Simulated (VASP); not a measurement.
# CdSe (F-43m) in VASP: vibrations by perturbation theory with LDA

Aim: the vibrations by perturbation theory of CdSe with LDA.

All numbers are computed with VASP 6.6.1; they aren't measurements. Logs are shortened: lines on timing, memory, paths and dates and some standing lists are left out, and cuts for length are marked.

## 1. The cell of the first run

Symmetry: F-43m, No. 216, cubic system. The conventional cell has a = 6.141 Å, b = 6.141 Å, c = 6.141 Å, α = 90.00°, β = 90.00°, γ = 90.00°. Cd (site symmetry -43m) has 4 Se at 2.66 Å within 3.5 Å. Within 3.5 Å of Se (site symmetry -43m) lie 4 Cd at 2.66 Å.

## 2. Vibrations by perturbation theory, LDA

INCAR

```
SYSTEM = CdSe
  ALGO = Normal
  EDIFF = 1E-8
  ENCUT = 520
  IBRION = 8
  ISIF = 2
  ISMEAR = 0
  LASPH = .TRUE.
  LCHARG = .TRUE.
  LEPSILON = .TRUE.
  LREAL = .FALSE.
  LWAVE = .FALSE.
  NBANDS = 16
  NELM = 100
  NSW = 1
  PREC = Accurate
  SIGMA = 0.01
```

KPOINTS

```
k-points
0
G
  6 6 6
  0 0 0
```

POSCAR

```
CdSe
1.0
    0.0000000000      3.0702700000      3.0702700000
    3.0702700000      0.0000000000      3.0702700000
    3.0702700000      3.0702700000      0.0000000000
Cd Se
1 1
Direct
    0.0000000000      0.0000000000      0.0000000000
    0.7500000000      0.7500000000      0.7500000000
```

Potentials or basis: VASP PAW LDA potentials, release 64 (Cd, Se).

Command:

```console
> cat potpaw_LDA.64/Cd/POTCAR potpaw_LDA.64/Se/POTCAR > POTCAR
> mpirun -np 1 vasp_std > vasp.out
```

OUTCAR:

```text
SYSTEM = CdSe
   EDIFF = 1E-8
   ENCUT = 520
   IBRION = 8
   ISIF = 2
   ISMEAR = 0
   LASPH = .TRUE.
   LEPSILON = .TRUE.
   LREAL = .FALSE.
   NELM = 100
   NSW = 1
   PREC = Accurate

 ion  position               nearest neighbor table
   1  0.000  0.000  0.000-   2 2.66   2 2.66   2 2.66   2 2.66
   2  0.750  0.750  0.750-   1 2.66   1 2.66   1 2.66   1 2.66

  LATTYP: Found a face centered cubic cell.
 ALAT       =     6.1405400000

  Lattice vectors:

 A1 = (   0.0000000000,   3.0702700000,   3.0702700000)
 A2 = (   3.0702700000,   0.0000000000,   3.0702700000)
 A3 = (   3.0702700000,   3.0702700000,   0.0000000000)

Analysis of symmetry for initial positions (statically):
=====================================================================
 Subroutine PRICEL returns:
 Original cell was already a primitive cell.

 Routine SETGRP: Setting up the symmetry group for a
 face centered cubic supercell.

 Subroutine GETGRP returns: Found 24 space group operations
 (whereof 24 operations were pure point group operations)
 out of a pool of 48 trial point group operations.

The static configuration has the point symmetry T_d .

Analysis of symmetry for dynamics (positions and initial velocities):
=====================================================================
 Subroutine PRICEL returns:
 Original cell was already a primitive cell.

 Routine SETGRP: Setting up the symmetry group for a
 face centered cubic supercell.

 Subroutine GETGRP returns: Found 24 space group operations
 (whereof 24 operations were pure point group operations)
 out of a pool of 48 trial point group operations.

The dynamic configuration has the point symmetry T_d .

 Subroutine INISYM returns: Found 24 space group operations
 (whereof 24 operations are pure point group operations),
 and found     1 'primitive' translations

[... 523 lines left out ...]
    -0.01077  0.00000  0.00000
     0.00000  0.00946  4.59075
     0.00000  4.59075  0.00946

 MACROSCOPIC STATIC DIELECTRIC TENSOR (including local field effects in DFT)
 ------------------------------------------------------
          82.399387     0.000000     0.000000
           0.000000    82.399387     0.000000
           0.000000     0.000000    82.399387
 ------------------------------------------------------

 PIEZOELECTRIC TENSOR (including local field effects)  for field in x, y, z        (e  Angst)
          XX          YY          ZZ          XY          YZ          ZX
  --------------------------------------------------------------------------------
  x    -0.00000    -0.00000    -0.00000     0.00000     5.10963     0.00000
  y     0.00000     0.00000     0.00000     0.00000     0.00000     5.10963
  z    -0.00000    -0.00000    -0.00000     5.10963     0.00000     0.00000

 PIEZOELECTRIC TENSOR (including local field effects)  for field in x, y, z        (C/m^2)
          XX          YY          ZZ          XY          YZ          ZX
  --------------------------------------------------------------------------------
  x    -0.00000    -0.00000    -0.00000     0.00000     1.41430     0.00000
  y     0.00000     0.00000     0.00000     0.00000     0.00000     1.41430
  z    -0.00000    -0.00000    -0.00000     1.41430     0.00000     0.00000

 BORN EFFECTIVE CHARGES (including local field effects) (in |e|, cummulative output)
 ---------------------------------------------------------------------------------
 ion    1
    1     3.21180     0.00000    -0.00000
    2     0.00000     3.21180     0.00000
    3    -0.00000     0.00000     3.21180
 ion    2
    1    -3.21180     0.00000     0.00000
    2     0.00000    -3.21180    -0.00000
    3     0.00000     0.00000    -3.21180

 INTERNAL STRAIN TENSOR FOR ION    2 for displacements in x,y,z  (eV/Angst):
          X           Y           Z          XY          YZ          ZX
  --------------------------------------------------------------------------------
  x     0.00000     0.00000     0.00000     0.00000     4.59075     0.00000
  y     0.00000     0.00000     0.00000     0.00000     0.00000     4.59075
  z     0.00000     0.00000     0.00000     4.59075     0.00000     0.00000

 SECOND DERIVATIVES (NOT SYMMETRIZED)
 ------------------------------------
               1X          1Y          1Z          2X          2Y          2Z
  1X    -4.269213    0.000000    0.000000    4.269213    0.000000    0.000000
  1Y     0.000000   -4.269213    0.000000    0.000000    4.269213    0.000000
  1Z     0.000000    0.000000   -4.269213    0.000000    0.000000    4.269213
  2X     4.246657    0.000000    0.000000   -4.246657    0.000000    0.000000
  2Y     0.000000    4.246657    0.000000    0.000000   -4.246657    0.000000
  2Z     0.000000    0.000000    4.246657    0.000000    0.000000   -4.246657

 Eigenvectors and eigenvalues of the dynamical matrix
 ----------------------------------------------------

   1 f  =    4.735656 THz    29.755005 2PiTHz  157.964484 cm-1    19.585091 meV
             X         Y         Z           dx          dy          dz
      0.000000  0.000000  0.000000    -0.000000    0.643340   -0.000000
      4.605405  4.605405  4.605405     0.000000   -0.765581    0.000000
[... 21 lines left out ...]
   6 f/i=    0.006178 THz     0.038817 2PiTHz    0.206074 cm-1     0.025550 meV
             X         Y         Z           dx          dy          dz
      0.000000  0.000000  0.000000    -0.056376    0.752325    0.130160
      4.605405  4.605405  4.605405    -0.047375    0.632202    0.109377

--------------------------------------------------------------------------------------------------------

 MACROSCOPIC STATIC DIELECTRIC TENSOR IONIC CONTRIBUTION
 ------------------------------------------------------
           7.573612    -0.000000    -0.000000
          -0.000000     7.573612     0.000000
          -0.000000     0.000000     7.573612
 ------------------------------------------------------

 ELASTIC MODULI CONTR FROM IONIC RELAXATION (kBar)
 Direction    XX          YY          ZZ          XY          YZ          ZX
 --------------------------------------------------------------------------------
 XX          -0.0000     -0.0000      0.0000     -0.0000      0.0000     -0.0000
 YY          -0.0000     -0.0000     -0.0000     -0.0000     -0.0000     -0.0000
 ZZ           0.0000     -0.0000     -0.0000      0.0000     -0.0000     -0.0000
 XY          -0.0000     -0.0000      0.0000   -140.8965      0.0000      0.0000
 YZ           0.0000     -0.0000     -0.0000      0.0000   -140.8965      0.0000
 ZX          -0.0000     -0.0000     -0.0000      0.0000      0.0000   -140.8965
 --------------------------------------------------------------------------------

 PIEZOELECTRIC TENSOR IONIC CONTR  for field in x, y, z        (C/m^2)
          XX          YY          ZZ          XY          YZ          ZX
  --------------------------------------------------------------------------------
  x     0.00000    -0.00000    -0.00000     0.00000    -0.97202     0.00000
  y    -0.00000    -0.00000    -0.00000    -0.00000     0.00000    -0.97202
  z    -0.00000    -0.00000     0.00000    -0.97202     0.00000     0.00000
```

OSZICAR:

```text
N       E                     dE             d eps       ncg     rms          rms(c)
DAV:   1     0.105406854047E+03    0.10541E+03   -0.86464E+03   520   0.100E+03
DAV:   2    -0.309649770268E+01   -0.10850E+03   -0.10224E+03   640   0.246E+02
DAV:   3    -0.708654665792E+01   -0.39900E+01   -0.39849E+01   576   0.491E+01
[... 161 lines left out ...]
RMM:   7    -0.846808392987E-01    0.48466E-06    0.74916E-08  2487   0.516E-04    0.639E-05
RMM:   8    -0.846807524006E-01    0.86898E-07    0.31344E-09  2520   0.759E-05    0.441E-05
RMM:   9    -0.846806623617E-01    0.90039E-07   -0.18296E-09  2514   0.385E-05    0.884E-06
RMM:  10    -0.846807017682E-01   -0.39406E-07    0.53037E-10  2510   0.797E-06    0.598E-06
RMM:  11    -0.846807150737E-01   -0.13306E-07    0.49013E-10  2180   0.360E-06    0.185E-06
RMM:  12    -0.846807194840E-01   -0.44103E-08    0.12384E-09  1492   0.166E-06    0.161E-07
 Linear response finished
```

stdout:

```text
POSCAR found type information on POSCAR CdSe
 POSCAR found :  2 types and       2 ions
 scaLAPACK will be used
 LDA part: xc-table for (Slater(with rela. corr.)+CA(PZ))
 , standard interpolation
 POSCAR, INCAR and KPOINTS ok, starting setup
 FFT: planning ... GRIDC
 FFT: planning ... GRID_SOFT
 FFT: planning ... GRID
 WAVECAR not read
 entering main loop
[... 23 lines left out ...]
  Direction:   3
 dielectric tensor                  component  3 :     1.801     1.119    82.399
 Linear response DOF=           2
 Linear response progress:
 first order change of Fermi-energy  -0.66482E-04
 force on displaced ion       1 direction 1 :  -4.269  -0.000  -0.000
 Born effective charge ion    1 direction 1 :   3.000   0.000   0.000
 Linear response progress:
 first order change of Fermi-energy   0.42470E-03
 force on displaced ion       2 direction 1 :  -4.247  -0.000  -0.000
 Born effective charge ion    2 direction 1 :  -3.425   0.000   0.000
 Born effective charges drift removed
 Linear response finished
```

It took 7.6 min on 1 thread of Intel Xeon 8259CL, shared host; peak memory 0.26 GiB.

What came out:

```
Electronic dielectric tensor (diagonal)                 : 82.40
Born charges (mean of the diagonal)                     : Cd +3.21; Se -3.21 e
Highest phonon frequency at Γ, LO-TO splitting left out : 158 cm⁻¹
```

Phonon frequencies in cm⁻¹ (negative: imaginary):
```csv
q point,frequencies
"(0.000, 0.000, 0.000)",0 0 0 158 158 158
```

Electronic dielectric tensor:
```
82.40  0.00  0.00
 0.00 82.40  0.00
 0.00  0.00 82.40
```

Born effective charge tensors (e):
atom 1, Cd
```
3.21 0.00 0.00
0.00 3.21 0.00
0.00 0.00 3.21
```
atom 2, Se
```
-3.21  0.00  0.00
 0.00 -3.21  0.00
 0.00  0.00 -3.21
```

Caveat: the cell stands under pressure or tension, which shifts response properties.
